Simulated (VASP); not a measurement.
# BiCCl (P6_3/mmc) in VASP: further runs

BiCCl is run at these levels: PBE; tasks: single point.

Program: VASP 6.6.1. These are calculated values, not measurements. Logs are shortened: lines on timing, memory, paths and dates and some standing lists are left out, and cuts for length are marked.

## 1. The cell of the first run

Symmetry: P6_3/mmc, No. 194, hexagonal system. The conventional cell has a = 4.476 Å, b = 4.476 Å, c = 8.037 Å, α = 90.00°, β = 90.00°, γ = 120.00°. Within 3.4 Å of Bi (site symmetry -6m2) lie 3 Cl at 2.58 Å and 6 C at 3.27 Å. C (site symmetry -3m) has 6 Cl at 3.27 Å and 6 Bi at 3.27 Å and 2 C at 4.02 Å within 4.3 Å. Within 3.4 Å of Cl (site symmetry -6m2) lie 3 Bi at 2.58 Å and 6 C at 3.27 Å.

The cell was generated, and may not be a known phase.

## 2. Single point, PBE

The input, INCAR:

```
SYSTEM = BiCCl
  PREC = Accurate
  ENCUT = 520
  EDIFF = 1E-6
  ISMEAR = 0
  SIGMA = 0.1
  LREAL = .False.
  LASPH = .True.
  NELM = 60
  ALGO = Normal
  ISIF = 2
  LWAVE = .False.
  LCHARG = .True.
  GGA = PE
  LELF = .True.
  LVHAR = .True.
  NBANDS = 35
```

The input, KPOINTS:

```
regular mesh
0
Gamma
  6 6 2
  0 0 0
```

The input, POSCAR:

```
BiCCl
1.0
    4.4763542600      0.0000000000      0.0000000000
   -2.2381771300      3.8766365100      0.0000000000
    0.0000000000      0.0000000000      8.0365122500
Bi C Cl
2 2 2
Direct
    0.6666666700      0.3333333300      0.2500000000
    0.3333333300      0.6666666700      0.7500000000
    0.0000000000      0.0000000000      0.5000000000
    0.0000000000      0.0000000000      0.0000000000
    0.3333333300      0.6666666700      0.2500000000
    0.6666666700      0.3333333300      0.7500000000
```

Potentials or basis: VASP PAW PBE potentials, release 64 (Bi_d, C, Cl).

Command:

```
cat potpaw_PBE.64/Bi_d/POTCAR potpaw_PBE.64/C/POTCAR potpaw_PBE.64/Cl/POTCAR > POTCAR
mpirun -np 1 vasp_std > vasp.out
```

OUTCAR:

```text
SYSTEM = BiCCl
   PREC = Accurate
   ENCUT = 520
   EDIFF = 1E-6
   ISMEAR = 0
   LREAL = .False.
   LASPH = .True.
   NELM = 60
   ISIF = 2
   GGA = PE

 ion  position               nearest neighbor table
   1  0.667  0.333  0.250-   5 2.58   5 2.58   5 2.58
   2  0.333  0.667  0.750-   6 2.58   6 2.58   6 2.58
   3  0.000  0.000  0.500-
   4  0.000  0.000  0.000-
   5  0.333  0.667  0.250-   1 2.58   1 2.58   1 2.58
   6  0.667  0.333  0.750-   2 2.58   2 2.58   2 2.58

  LATTYP: Found a hexagonal cell.
 ALAT       =     4.4763542600
 C/A-ratio  =     1.7953253436

  Lattice vectors:

 A1 = (   4.4763542600,   0.0000000000,   0.0000000000)
 A2 = (  -2.2381771300,   3.8766365100,   0.0000000000)
 A3 = (   0.0000000000,   0.0000000000,   8.0365122500)

Analysis of symmetry for initial positions (statically):
=====================================================================
 Subroutine PRICEL returns:
 Original cell was already a primitive cell.

 Routine SETGRP: Setting up the symmetry group for a
 hexagonal supercell.

 Subroutine GETGRP returns: Found 24 space group operations
 (whereof 12 operations were pure point group operations)
 out of a pool of 24 trial point group operations.

The static configuration has the point symmetry D_3d.
 The point group associated with its full space group is D_6h.

Analysis of symmetry for dynamics (positions and initial velocities):
=====================================================================
 Subroutine PRICEL returns:
 Original cell was already a primitive cell.

 Routine SETGRP: Setting up the symmetry group for a
 hexagonal supercell.

 Subroutine GETGRP returns: Found 24 space group operations
 (whereof 12 operations were pure point group operations)
 out of a pool of 24 trial point group operations.

The dynamic configuration has the point symmetry D_3d.
 The point group associated with its full space group is D_6h.

 Subroutine INISYM returns: Found 24 space group operations
 (whereof 12 operations are pure point group operations),
 and found     1 'primitive' translations

----------------------------------------------------------------------------------------

                                     Primitive cell

  volume of cell :     139.4592

  direct lattice vectors                    reciprocal lattice vectors
     4.476354260  0.000000000  0.000000000     0.223396081  0.128977787  0.000000000
    -2.238177130  3.876636510  0.000000000     0.000000000  0.257955575  0.000000000
     0.000000000  0.000000000  8.036512250     0.000000000  0.000000000  0.124432088

  length of vectors
     4.476354260  4.476354264  8.036512250     0.257955575  0.257955575  0.124432088

  position of ions in fractional coordinates (direct lattice)
     0.666666670  0.333333330  0.250000000
     0.333333330  0.666666670  0.750000000
     0.000000000  0.000000000  0.500000000
     0.000000000  0.000000000  0.000000000
     0.333333330  0.666666670  0.250000000
     0.666666670  0.333333330  0.750000000

  ion indices of the primitive-cell ions
   primitive index   ion index
                 1           1
                 2           2
                 3           3
                 4           4
                 5           5
                 6           6

----------------------------------------------------------------------------------------

 KPOINTS: regular mesh

Automatic generation of k-mesh.
 Grid dimensions read from file:
 generate k-points for:    6    6    2

 Generating k-lattice:

  Cartesian coordinates                     Fractional coordinates (reciprocal lattice)
     0.037232680  0.021496298  0.000000000     0.166666667 -0.000000000  0.000000000
     0.000000000  0.042992596  0.000000000     0.000000000  0.166666667  0.000000000
     0.000000000  0.000000000  0.062216044     0.000000000  0.000000000  0.500000000

  Length of vectors
     0.042992596  0.042992596  0.062216044

  Shift w.r.t. Gamma in fractional coordinates (k-lattice)
     0.000000000  0.000000000  0.000000000

 Subroutine IBZKPT returns following result:
 ===========================================

 Found     14 irreducible k-points:

 Following reciprocal coordinates:
            Coordinates               Weight
  0.000000  0.000000  0.000000      1.000000
  0.166667  0.000000  0.000000      6.000000
  0.333333  0.000000  0.000000      6.000000
  0.500000  0.000000  0.000000      3.000000
  0.166667  0.166667  0.000000      6.000000
  0.333333  0.166667  0.000000     12.000000
  0.333333  0.333333  0.000000      2.000000
  0.000000  0.000000  0.500000      1.000000
  0.166667  0.000000  0.500000      6.000000
  0.333333  0.000000  0.500000      6.000000
  0.500000  0.000000  0.500000      3.000000
  0.166667  0.166667  0.500000      6.000000
  0.333333  0.166667  0.500000     12.000000
  0.333333  0.333333  0.500000      2.000000
   k-points           NKPTS =     14   k-points in BZ     NKDIM =     14   number of bands    NBANDS=     35
   number of dos      NEDOS =    301   number of ions     NIONS =      6
   total plane-waves  NPLWV =  77760
   dimension x,y,z NGX =    36 NGY =   36 NGZ =   60
   dimension x,y,z NGXF=    72 NGYF=   72 NGZF=  120
   ions per type =               2   2   2
   NGX,Y,Z   is equivalent  to a cutoff of  13.37, 13.37, 12.41 a.u.
   NGXF,Y,Z  is equivalent  to a cutoff of  26.74, 26.74, 24.82 a.u.
 SYSTEM =  BiCCl
   PREC   = accura    normal or accurate (medium, high low for compatibility)
   ISTART =      0    job   : 0-new  1-cont  2-samecut
   ICHARG =      2    charge: 1-file 2-atom 10-const
   ISPIN  =      1    spin polarized calculation?
   LNONCOLLINEAR =      F non collinear calculations
   LSORBIT =      F    spin-orbit coupling
   LASPH  =      T    aspherical Exc in radial PAW
   ENCUT  =  520.0 eV  38.22 Ry    6.18 a.u.   8.32  8.32 14.94*2*pi/ulx,y,z
   NELM   =     60;   NELMIN=  2; NELMDL= -5     # of ELM steps
   EDIFF  = 0.1E-05   stopping-criterion for ELM
   LREAL  =      F    real-space projection
[... 7 lines left out ...]
   TEBEG  =    0.0;   TEEND  =   0.0 temperature during run
   PSTRESS=    0.0 pullay stress
   NELECT =      52.0000    total number of electrons
   NUPDOWN=      -1.0000    fix difference up-down
   EMIN   =  10.00;   EMAX   =-10.00  energy-range for DOS
   EFERMI =   0.00;   METHOD = LEGACY
   ISMEAR =     0;   SIGMA  =   0.10  broadening in eV -4-tet -1-fermi 0-gaus
   EFERMI_NEDOS =   21; number of points for ismear=-14 and -15
   IALGO  =     38    algorithm
   IMIX   =      4    mixing-type and parameters
     AMIX     =   0.40;   BMIX     =  1.00
     AMIX_MAG =   1.60;   BMIX_MAG =  1.00
  volume/ion in A,a.u.               =      23.24       156.85
  Fermi-wavevector in a.u.,A,eV,Ry     =   1.178312  2.226686 18.890584  1.388419
  Thomas-Fermi vector in A             =   2.314643
   LORBIT       =      0    0 simple, 1 ext, 2 COOP (PROOUT), +10 PAW based schemes
   GGA     = PE    functional components
   LHFCALC =     F    Hartree Fock is set to
   AEXX    =    0.0000 exact exchange contribution
   IVDW    =     0    specifies the selected vdW correction
   LEPSILON=     F    determine dielectric tensor
   LRPA    =     F    only Hartree local field effects (RPA)
 non-spin polarized calculation
 Gauss-broadening in eV      SIGMA  =   0.10
  energy-cutoff  :      520.00
  volume of cell :      139.46
 maximum number of plane-waves:      3788
 NGX is ok and might be reduce to    36
   NGX = 17   NGY = 17   NGZ = 29

 number of electron      52.0000010 magnetization

 Free energy of the ion-electron system (eV)
  ---------------------------------------------------
  ext. energy  EPLUGINS =         0.00000000
  ---------------------------------------------------
  free energy    TOTEN  =       -16.75774093 eV

  energy without entropy =      -16.69897878  energy(sigma->0) =      -16.72835985

 E-fermi :   4.6729     XC(G=0):  -9.4961

 val. band max:        4.6682514116   @ k =   0.0000   0.0000   0.0000
 cond. band min:       4.6858687232   @ k =   0.3333   0.0000   0.5000
 fundamental gap:      0.0176173116
 Fermi energy:         4.6729110543

 k-point     1 :       0.0000    0.0000    0.0000
  band No.  band energies     occupation
      1     -18.7539      2.00000
      2     -18.7539      2.00000
      3     -18.7536      2.00000
      4     -18.7536      2.00000
      5     -18.6674      2.00000
      6     -18.6651      2.00000
[... 27 lines left out ...]
     34       7.7993      0.00000
     35       9.5772      0.00000

 k-point     2 :       0.1667    0.0000    0.0000
  band No.  band energies     occupation
      1     -18.7627      2.00000
      2     -18.7623      2.00000
      3     -18.7491      2.00000
      4     -18.7488      2.00000
      5     -18.6569      2.00000
      6     -18.6554      2.00000
[... 27 lines left out ...]
     34       7.9738      0.00000
     35      10.0224      0.00000

 k-point     3 :       0.3333    0.0000    0.0000
  band No.  band energies     occupation
      1     -18.7776      2.00000
      2     -18.7765      2.00000
      3     -18.7395      2.00000
      4     -18.7392      2.00000
      5     -18.6394      2.00000
      6     -18.6389      2.00000
[... 27 lines left out ...]
     34       8.5582      0.00000
     35      11.0797      0.00000
[... 343 lines left out ...]
 k-point    13 :       0.3333    0.1667    0.5000
  band No.  band energies     occupation
      1     -18.7806      2.00000
      2     -18.7806      2.00000
      3     -18.7368      2.00000
      4     -18.7368      2.00000
      5     -18.6329      2.00000
      6     -18.6329      2.00000
[... 27 lines left out ...]
     34       9.1991      0.00000
     35      12.5982      0.00000

 k-point    14 :       0.3333    0.3333    0.5000
  band No.  band energies     occupation
      1     -18.7806      2.00000
      2     -18.7806      2.00000
      3     -18.7367      2.00000
      4     -18.7367      2.00000
      5     -18.6307      2.00000
      6     -18.6307      2.00000
[... 27 lines left out ...]
     34       9.7532      0.00000
     35      12.4247      0.00000

------------------------ aborting loop because EDIFF is reached ----------------------------------------

  FORCE on cell =-STRESS in cart. coord.  units (eV):
  Direction    XX          YY          ZZ          XY          YZ          ZX
  --------------------------------------------------------------------------------------
  -------------------------------------------------------------------------------------
  Total        7.9625510      7.9625510     -7.5365823      0.0000000      0.0000000      0.0000000
  in kB       91.4777907     91.4777909    -86.5840481      0.0000000      0.0000000      0.0000000
  external PRESSURE =      32.1238445 kB  Pullay stress =       0.0000000 kB

 VOLUME and BASIS-vectors are now :
 -----------------------------------------------------------------------------
  energy-cutoff  :      520.00
  volume of cell :      139.46
      direct lattice vectors                 reciprocal lattice vectors
     4.476354260  0.000000000  0.000000000     0.223396081  0.128977787  0.000000000
    -2.238177130  3.876636510  0.000000000     0.000000000  0.257955575  0.000000000
     0.000000000  0.000000000  8.036512250     0.000000000  0.000000000  0.124432088

 POSITION                                       TOTAL-FORCE (eV/Angst)
 -----------------------------------------------------------------------------------
      2.23818      1.29221      2.00913        -0.000000      0.000000      0.000000
     -0.00000      2.58442      6.02738         0.000000     -0.000000      0.000000
      0.00000      0.00000      4.01826         0.000000      0.000000      0.000000
      0.00000      0.00000      0.00000         0.000000      0.000000      0.000000
     -0.00000      2.58442      2.00913         0.000000     -0.000000      0.000000
      2.23818      1.29221      6.02738        -0.000000      0.000000      0.000000
 -----------------------------------------------------------------------------------
    total drift:                               -0.000007      0.000004      0.000000

  FREE ENERGIE OF THE ION-ELECTRON SYSTEM (eV)
  ---------------------------------------------------
  free  energy   TOTEN  =       -16.7577409315 eV

  energy  without entropy=      -16.6989787765  energy(sigma->0) =      -16.72835985
```

Run time: 54 s. Hardware: 1 thread of Oxide Virtual Turin-like, shared host; peak memory 0.25 GiB.

Results:

| Property | Result |
| --- | --- |
| Free energy | -16.7577 eV |
| Pressure | 3.2 GPa |
| Band gap on the k mesh | zero (bands 26 and 27 overlap by 0.19 eV) |

Stress tensor (GPa, compression positive):
```
 9.15  0.00  0.00
 0.00  9.15  0.00
 0.00  0.00 -8.66
```

Caveat: the k points lie up to 0.39 Å⁻¹ apart; spin-orbit coupling is left out, which moves the levels of the heavy elements.

(Continued in part 2 of 2.)
